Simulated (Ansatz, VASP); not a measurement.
Rb2AsI6 in VASP and in Ansatz

The input POSCAR:

```
Rb2AsI6
1.0
    0.0000000000      5.6610610000      5.6610610000
    5.6610610000      0.0000000000      5.6610610000
    5.6610610000      5.6610610000      0.0000000000
I As Rb
6 1 2
Direct
    0.7620000000      0.2380000000      0.2380000000
    0.2380000000      0.7620000000      0.2380000000
    0.2380000000      0.7620000000      0.7620000000
    0.7620000000      0.2380000000      0.7620000000
    0.2380000000      0.2380000000      0.7620000000
    0.7620000000      0.7620000000      0.2380000000
    0.0000000000      0.0000000000      0.0000000000
    0.2500000000      0.2500000000      0.2500000000
    0.7500000000      0.7500000000      0.7500000000
```

Contents of INCAR.step1:

```
SYSTEM = Rb2AsI6
PREC     = Accurate       ! precision mode
ENCUT    = 520            ! plane-wave cutoff, eV
ISMEAR   = -1             ! smearing method
SIGMA    = 0.0661         ! smearing width, eV
LREAL    = .FALSE.        ! projectors in reciprocal space
LASPH    = .TRUE.         ! aspherical terms in the spheres
NELM     = 80             ! most SCF steps
NBANDS   = 42             ! bands
GGA      = PE             ! functional
ALGO     = Normal         ! electronic algorithm
EDIFF    = 1E-4           ! SCF threshold, eV
LWAVE    = .TRUE.         ! write WAVECAR
LCHARG   = .FALSE.        ! write CHGCAR
```

The input INCAR.step2:

```
SYSTEM = Rb2AsI6
PREC     = Accurate       ! precision mode
ENCUT    = 520            ! plane-wave cutoff, eV
EDIFF    = 1E-6           ! SCF threshold, eV
ISMEAR   = -1             ! smearing method
SIGMA    = 0.0661         ! smearing width, eV
LREAL    = .FALSE.        ! projectors in reciprocal space
LASPH    = .TRUE.         ! aspherical terms in the spheres
NELM     = 80             ! most SCF steps
ALGO     = Normal         ! electronic algorithm
ISIF     = 2              ! what is computed and relaxed
LWAVE    = .FALSE.        ! write WAVECAR
LCHARG   = .TRUE.         ! write CHGCAR
METAGGA  = R2SCAN         ! meta-GGA
LMIXTAU  = .TRUE.       
LELF     = .TRUE.         ! ELF
LVHAR    = .TRUE.       
NBANDS   = 42             ! bands
ISTART   = 1
```

File KPOINTS:

```
Automatic mesh
0
G
  3 3 3
  0 0 0
```

Input for Ansatz:

```yaml
crystal:
  lattice:
    - [0.0, 5.661061, 5.661061]
    - [5.661061, 0.0, 5.661061]
    - [5.661061, 5.661061, 0.0]
  atoms:
    - { symbol: I, position: [0.762, 0.238, 0.238] }
    - { symbol: I, position: [0.238, 0.762, 0.238] }
    - { symbol: I, position: [0.238, 0.762, 0.762] }
    - { symbol: I, position: [0.762, 0.238, 0.762] }
    - { symbol: I, position: [0.238, 0.238, 0.762] }
    - { symbol: I, position: [0.762, 0.762, 0.238] }
    - { symbol: As, position: [0.0, 0.0, 0.0] }
    - { symbol: Rb, position: [0.25, 0.25, 0.25] }
    - { symbol: Rb, position: [0.75, 0.75, 0.75] }
  symmetry: { tolerance: 0.0003 }
kpoints:
  mp_grid: { grid: [3, 3, 3], shift: [0, 0, 0] }
magnetization:
  spin_polarized: false
scf:
  occupations: { method: fermi_dirac, width: 0.0661 }
hamiltonian:
  pseudopotentials: { kind: paw }
  xc: r2scan
basis:
  ecutwfc: 500
output:
  forces: true
  stress: true
  eigenvalues: true
```

Alike in both runs: task single point; functional r2SCAN; k mesh 3 × 3 × 3; occupations fermi-dirac, width 0.0661 eV; no spin polarisation.

|  | VASP | Ansatz |
| --- | --- | --- |
| version | VASP 6.6.1 | Ansatz 0.2.0 |
| potentials or method | VASP PAW PBE potentials, release 64 (I, As, Rb_sv), cutoff 520 eV | PAW plane waves |
| valence electrons in the cell | 65 | 135 |

Ansatz gave:

```
gap on the k mesh at the Fermi level (eV) : none
pressure (GPa)                            : 2.2
rms of the force components (eV/Å)        : 0.446
```

Estimate VASP's values.

gap on the k mesh at the Fermi level (eV): none; pressure (GPa): 2.1; rms of the force components (eV/Å): 0.444.

VASP's potentials were made for PBE, not for r2SCAN. Atom by atom the forces differ by 0.002 eV/Å (rms over components). A gap of «none» marks a metal or a gap that the smearing closes. VASP's potentials hold 65 valence electrons a cell and Ansatz's 135, so a difference there can come from the potentials and not from the codes.

Neither program's run includes spin-orbit coupling.
